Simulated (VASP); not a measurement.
# PbS (Pnma) in VASP: single point with PBE+D3(BJ)

Aim: the single point of PbS with PBE+D3(BJ).

All numbers are computed with VASP 6.6.1; they aren't measurements. Logs are shortened: lines on timing, memory, paths and dates and some standing lists are left out, and cuts for length are marked.

## (1) The cell of the first run

Symmetry: Pnma, No. 62, orthorhombic system. Conventional cell: a = 8.433 Å, b = 4.231 Å, c = 5.982 Å, α = 90.00°, β = 90.00°, γ = 90.00°. Within 3.9 Å of Pb (site symmetry m) lie 6 S at 2.98 to 3.00 Å. S (site symmetry m) has 6 Pb at 2.98 to 3.00 Å within 3.9 Å.

## (2) Single point, PBE+D3(BJ)

File INCAR:

```
SYSTEM = PbS
PREC = Accurate ; ENCUT = 520
EDIFF = 1E-6 ; ISMEAR = 0
SIGMA = 0.1 ; LREAL = Auto
LASPH = .TRUE. ; NELM = 80
ALGO = Normal ; ISIF = 2
LWAVE = .FALSE. ; LCHARG = .FALSE.
GGA = PE ; IVDW = 12
NBANDS = 94 ; ISYM = 0
```

File KPOINTS:

```
Automatic mesh
0
Gamma
  2 2 2
  0.5 0.5 0.5
```

File POSCAR:

```
PbS
1.0
    0.0000000000      4.2305071600     -5.9824948000
    0.0000000000      4.2305071600      5.9824948000
    8.4331939300      0.0000000000      0.0000000000
Pb S
8 8
Direct
    0.9999556200      0.7500443800      0.1237649400
    0.4999556200      0.2500443800      0.1237649400
    0.0000443800      0.7499556200      0.6237649400
    0.5000443800      0.2499556200      0.6237649400
    0.0000443800      0.2499556200      0.8762350600
    0.5000443800      0.7499556200      0.8762350600
    0.9999556200      0.2500443800      0.3762350600
    0.4999556200      0.7500443800      0.3762350600
    0.7495254850      0.5004745150      0.8747563400
    0.2495254850      0.0004745150      0.8747563400
    0.7504745150      0.4995254850      0.3747563400
    0.2504745150      0.9995254850      0.3747563400
    0.2504745150      0.4995254850      0.1252436600
    0.7504745150      0.9995254850      0.1252436600
    0.2495254850      0.5004745150      0.6252436600
    0.7495254850      0.0004745150      0.6252436600
```

Potentials or basis: VASP PAW PBE potentials, release 64 (Pb_d, S).

Command:

```console
cat potpaw_PBE.64/Pb_d/POTCAR potpaw_PBE.64/S/POTCAR > POTCAR
mpirun -np 1 vasp_std > vasp.out
```

OUTCAR:

```text
SYSTEM = PbS
   PREC = Accurate
   ENCUT = 520
   EDIFF = 1E-6
   ISMEAR = 0
   LREAL = Auto
   LASPH = .TRUE.
   NELM = 80
   ISIF = 2
   GGA = PE
   IVDW = 12
   ISYM = 0
 IVDW          = 12

 ion  position               nearest neighbor table
   1  1.000  0.750  0.124-   9 2.98  10 2.98  14 2.99  12 2.99  11 2.99  13 3.00
   2  0.500  0.250  0.124-   9 2.98  10 2.98  13 2.99  12 2.99  11 2.99  14 3.00
   3  0.000  0.750  0.624-  11 2.98  12 2.98  15 2.99  10 2.99   9 2.99  16 3.00
   4  0.500  0.250  0.624-  11 2.98  12 2.98  16 2.99  10 2.99   9 2.99  15 3.00
   5  0.000  0.250  0.876-  13 2.98  14 2.98  10 2.99  15 2.99  16 2.99   9 3.00
   6  0.500  0.750  0.876-  13 2.98  14 2.98   9 2.99  15 2.99  16 2.99  10 3.00
[... 8 lines left out ...]
  15  0.250  0.500  0.625-   7 2.98   8 2.98   3 2.99   5 2.99   6 2.99   4 3.00
  16  0.750  0.000  0.625-   7 2.98   8 2.98   4 2.99   5 2.99   6 2.99   3 3.00

IMPORTANT INFORMATION: All symmetrisations will be switched off!
NOSYMM: (Re-)initialisation of all symmetry stuff for point group C_1.

----------------------------------------------------------------------------------------

                                     Primitive cell

  volume of cell :     426.8712

  direct lattice vectors                    reciprocal lattice vectors
     0.000000000  4.230507160 -5.982494800     0.000000000  0.118189139 -0.083577173
     0.000000000  4.230507160  5.982494800     0.000000000  0.118189139  0.083577173
     8.433193930  0.000000000  0.000000000     0.118579035  0.000000000  0.000000000

  length of vectors
     7.327171000  7.327171000  8.433193930     0.144754331  0.144754331  0.118579035

  position of ions in fractional coordinates (direct lattice)
     0.999955620  0.750044380  0.123764940
     0.499955620  0.250044380  0.123764940
     0.000044380  0.749955620  0.623764940
     0.500044380  0.249955620  0.623764940
     0.000044380  0.249955620  0.876235060
     0.500044380  0.749955620  0.876235060
[... 8 lines left out ...]
     0.249525485  0.500474515  0.625243660
     0.749525485  0.000474515  0.625243660

  ion indices of the primitive-cell ions
   primitive index   ion index
                 1           1
                 2           2
                 3           3
                 4           4
                 5           5
                 6           6
[... 8 lines left out ...]
                15          15
                16          16

----------------------------------------------------------------------------------------

 KPOINTS: Automatic mesh

Automatic generation of k-mesh.
 Grid dimensions read from file:
 generate k-points for:    2    2    2

 Generating k-lattice:

  Cartesian coordinates                     Fractional coordinates (reciprocal lattice)
     0.000000000  0.059094570 -0.041788586     0.500000000  0.000000000  0.000000000
     0.000000000  0.059094570  0.041788586     0.000000000  0.500000000  0.000000000
     0.059289518  0.000000000  0.000000000     0.000000000  0.000000000  0.500000000

  Length of vectors
     0.072377166  0.072377166  0.059289518

  Shift w.r.t. Gamma in fractional coordinates (k-lattice)
     0.500000000  0.500000000  0.500000000

 Subroutine IBZKPT returns following result:
 ===========================================

 Found      4 irreducible k-points:

 Following reciprocal coordinates:
            Coordinates               Weight
  0.250000  0.250000  0.250000      2.000000
 -0.250000 -0.250000  0.250000      2.000000
 -0.250000  0.250000  0.250000      2.000000
  0.250000 -0.250000  0.250000      2.000000
   k-points           NKPTS =      4   k-points in BZ     NKDIM =      4   number of bands    NBANDS=     94
   number of dos      NEDOS =    301   number of ions     NIONS =     16
   total plane-waves  NPLWV = 186624
   dimension x,y,z NGX =    54 NGY =   54 NGZ =   64
   dimension x,y,z NGXF=   108 NGYF=  108 NGZF=  128
   ions per type =               8   8
   NGX,Y,Z   is equivalent  to a cutoff of  12.25, 12.25, 12.62 a.u.
   NGXF,Y,Z  is equivalent  to a cutoff of  24.50, 24.50, 25.23 a.u.
 SYSTEM =  PbS
   PREC   = accura    normal or accurate (medium, high low for compatibility)
   ISTART =      0    job   : 0-new  1-cont  2-samecut
   ICHARG =      2    charge: 1-file 2-atom 10-const
   ISPIN  =      1    spin polarized calculation?
   LNONCOLLINEAR =      F non collinear calculations
   LSORBIT =      F    spin-orbit coupling
   LASPH  =      T    aspherical Exc in radial PAW
   ENCUT  =  520.0 eV  38.22 Ry    6.18 a.u.  13.62 13.62 15.68*2*pi/ulx,y,z
   NELM   =     80;   NELMIN=  2; NELMDL= -5     # of ELM steps
   EDIFF  = 0.1E-05   stopping-criterion for ELM
   LREAL  =      T    real-space projection
   EDIFFG = 0.1E-04   stopping-criterion for IOM
   NSW    =      0    number of steps for IOM
   IBRION =     -1    ionic relax: 0-MD 1-quasi-New 2-CG
   NFREE  =      0    steps in history (QN), initial steepest desc. (CG)
   ISIF   =      2    stress and relaxation
   ISYM   =      0    0-nonsym 1-usesym 2-fastsym
   POTIM  = 0.5000    time-step for ionic-motion
   TEBEG  =    0.0;   TEEND  =   0.0 temperature during run
   PSTRESS=    0.0 pullay stress
   NELECT =     160.0000    total number of electrons
   NUPDOWN=      -1.0000    fix difference up-down
   EMIN   =  10.00;   EMAX   =-10.00  energy-range for DOS
   EFERMI =   0.00;   METHOD = LEGACY
   ISMEAR =     0;   SIGMA  =   0.10  broadening in eV -4-tet -1-fermi 0-gaus
   EFERMI_NEDOS =   21; number of points for ismear=-14 and -15
   IALGO  =     38    algorithm
   IMIX   =      4    mixing-type and parameters
     AMIX     =   0.40;   BMIX     =  1.00
     AMIX_MAG =   1.60;   BMIX_MAG =  1.00
  volume/ion in A,a.u.               =      26.68       180.04
  Fermi-wavevector in a.u.,A,eV,Ry     =   1.180364  2.230564 18.956435  1.393259
  Thomas-Fermi vector in A             =   2.316658
   LORBIT       =      0    0 simple, 1 ext, 2 COOP (PROOUT), +10 PAW based schemes
   GGA     = PE    functional components
   LHFCALC =     F    Hartree Fock is set to
   AEXX    =    0.0000 exact exchange contribution
   IVDW    =    12    specifies the selected vdW correction
   LEPSILON=     F    determine dielectric tensor
   LRPA    =     F    only Hartree local field effects (RPA)
 non-spin polarized calculation
 Gauss-broadening in eV      SIGMA  =   0.10
  energy-cutoff  :      520.00
  volume of cell :      426.87
 maximum number of plane-waves:     11501
 NGX is ok and might be reduce to    54
   NGX = 27   NGY = 27   NGZ = 31

 number of electron     160.0000007 magnetization

 Free energy of the ion-electron system (eV)
  ---------------------------------------------------
  ext. energy  EPLUGINS =         0.00000000
  ---------------------------------------------------
  free energy    TOTEN  =       -70.24888014 eV

  energy without entropy =      -70.24888014  energy(sigma->0) =      -70.24888014

 E-fermi :   5.4315     XC(G=0):  -9.5784

 val. band max:        4.9172513746   @ k =   0.2500  -0.2500   0.2500
 cond. band min:       6.8530060695   @ k =  -0.2500   0.2500   0.2500
 fundamental gap:      1.9357546949
 Fermi energy:         5.4315275602

 k-point     1 :       0.2500    0.2500    0.2500
  band No.  band energies     occupation
      1     -11.3430      2.00000
      2     -11.3408      2.00000
      3     -11.3193      2.00000
      4     -11.2975      2.00000
      5     -11.2975      2.00000
      6     -11.2806      2.00000
[... 84 lines left out ...]
     91       8.4513      0.00000
     92       8.7470      0.00000

 k-point     2 :      -0.2500   -0.2500    0.2500
  band No.  band energies     occupation
      1     -11.3430      2.00000
      2     -11.3408      2.00000
      3     -11.3193      2.00000
      4     -11.2975      2.00000
      5     -11.2975      2.00000
      6     -11.2806      2.00000
[... 84 lines left out ...]
     91       8.4513      0.00000
     92       8.7470      0.00000

 k-point     3 :      -0.2500    0.2500    0.2500
  band No.  band energies     occupation
      1     -11.3492      2.00000
      2     -11.3492      2.00000
      3     -11.3450      2.00000
      4     -11.3008      2.00000
      5     -11.2922      2.00000
      6     -11.2922      2.00000
[... 84 lines left out ...]
     91       9.0688      0.00000
     92       9.0720      0.00000

 k-point     4 :       0.2500   -0.2500    0.2500
  band No.  band energies     occupation
      1     -11.3492      2.00000
      2     -11.3492      2.00000
      3     -11.3450      2.00000
      4     -11.3008      2.00000
      5     -11.2922      2.00000
      6     -11.2922      2.00000
[... 84 lines left out ...]
     91       9.0688      0.00000
     92       9.0718      0.00000
 [bands above 92 left out]

------------------------ aborting loop because EDIFF is reached ----------------------------------------

 Edisp (eV)   -5.43030

 E8    (eV) :    -2.4466

  FORCE on cell =-STRESS in cart. coord.  units (eV):
  Direction    XX          YY          ZZ          XY          YZ          ZX
  --------------------------------------------------------------------------------------
  -------------------------------------------------------------------------------------
  Total      -4.23535    -4.56940    -1.88416     0.00017    -0.03145     0.00023
  in kB     -15.89656   -17.15036    -7.07183     0.00065    -0.11804     0.00087
  external pressure =      -13.37 kB  Pullay stress =        0.00 kB

 VOLUME and BASIS-vectors are now :
 -----------------------------------------------------------------------------
  energy-cutoff  :      520.00
  volume of cell :      426.87
      direct lattice vectors                 reciprocal lattice vectors
     0.000000000  4.230507160 -5.982494800     0.000000000  0.118189139 -0.083577173
     0.000000000  4.230507160  5.982494800     0.000000000  0.118189139  0.083577173
     8.433193930  0.000000000  0.000000000     0.118579035  0.000000000  0.000000000

 POSITION                                       TOTAL-FORCE (eV/Angst)
 -----------------------------------------------------------------------------------
      1.04373      7.40339     -1.49509         0.012949     -0.000068     -0.004096
      1.04373      3.17288     -1.49509         0.012999     -0.000015     -0.004063
      5.26033      3.17288      4.48634         0.013020      0.000024      0.004116
      5.26033      3.17288     -1.49615         0.013014      0.000036      0.004111
      7.38946      1.05763      1.49509        -0.013017      0.000055      0.004081
      7.38946      5.28813      1.49509        -0.013035      0.000048      0.004076
[... 8 lines left out ...]
      5.27280      3.17288      1.50130        -0.000259      0.001903     -0.008842
      5.27280      3.17288     -4.48119        -0.000263      0.001869     -0.008882
 -----------------------------------------------------------------------------------
    total drift:                                0.000057      0.000005     -0.000030

  FREE ENERGIE OF THE ION-ELECTRON SYSTEM (eV)
  ---------------------------------------------------
  free  energy   TOTEN  =       -75.6791770007 eV

  energy  without entropy=      -75.6791770007  energy(sigma->0) =      -75.67917700
```

Wall time 2.2 min (1 thread of Intel Xeon 6975P-C (Granite Rapids), shared host); peak memory 0.46 GiB.

What came out:

| Property | Result |
| --- | --- |
| Free energy | -75.6792 eV |
| Pressure | -1.3 GPa |
| Largest force | 0.014 eV/Å |
| Band gap on the k mesh | 1.94 eV |
| Dispersion energy per atom | -0.339 eV |

Forces in eV/Å, atoms in the order of the input:
```
Pb   0.013  0.000 -0.004
Pb   0.013  0.000 -0.004
Pb   0.013  0.000  0.004
Pb   0.013  0.000  0.004
Pb  -0.013  0.000  0.004
Pb  -0.013  0.000  0.004
Pb  -0.013  0.000 -0.004
Pb  -0.013  0.000 -0.004
S    0.000  0.002 -0.009
S    0.000  0.002 -0.009
S    0.000 -0.002  0.009
S    0.000 -0.002  0.009
S    0.000 -0.002  0.009
S    0.000 -0.002  0.009
S    0.000  0.002 -0.009
S    0.000  0.002 -0.009
```

Stress tensor (GPa, compression positive):
```
-1.59  0.00  0.00
 0.00 -1.72 -0.01
 0.00 -0.01 -0.71
```

Caveat: spin-orbit coupling is left out, which moves the levels of the heavy elements; a shifted mesh leaves out Γ, where band edges can lie.
